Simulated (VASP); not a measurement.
Wanted: the native input for a VASP 6.6.1 run.

- Task: single point
- Functional: LDA
- Potentials or basis: VASP PAW LDA potentials, release 64 (Pt)
- Cutoff: 520 eV
- k mesh: 20 × 20 × 20
- Occupations: gaussian, width 0.15 eV
- Spin: no spin polarisation
- Dipole correction: no
- Further INCAR settings: ALGO = Fast; EDIFF = 1e-06; NBANDS = 11

The structure of Pt lies in POSCAR:

```
Pt
1.0
    0.0000000000      1.9468328700      1.8105545691
    1.7862191582      0.0000000000      1.8105545691
    1.7862191582      1.9468328700      0.0000000000
Pt
1
Direct
    0.0000000000      0.0000000000      0.0000000000
```

This cell differs from its parent crystal: normal strain along x -0.0825, normal strain along z -0.0700.

The input as run:

INCAR

```
PREC = Accurate
ENCUT = 520
EDIFF = 1E-6
ISMEAR = 0
SIGMA = 0.15
LREAL = F
LASPH = T
NELM = 60
ALGO = Fast
ISIF = 2
LWAVE = F
LCHARG = F
NBANDS = 11
```

KPOINTS

```
regular mesh
0
Gamma
  20 20 20
```

Potentials or basis: VASP PAW LDA potentials, release 64 (Pt).

The run is started by

```bash
$ cat potpaw_LDA.64/Pt/POTCAR > POTCAR
$ mpirun -np 1 vasp_std > vasp.out
```

Results of the run:

| Item | Value |
| --- | --- |
| Pressure | 77.0 GPa |
| Band gap on the k mesh | zero (bands 5 and 6 overlap by 3.57 eV) |

Caveat: the cell differs from its parent crystal (normal strain along x -0.0825, normal strain along z -0.0700); the cell stands under pressure; spin-orbit coupling is left out, which moves the levels of the heavy elements.

Wall time 110 s on 1 thread of AMD EPYC 7R13 Processor (Zen 3) (shared host), peak memory 0.23 GiB.
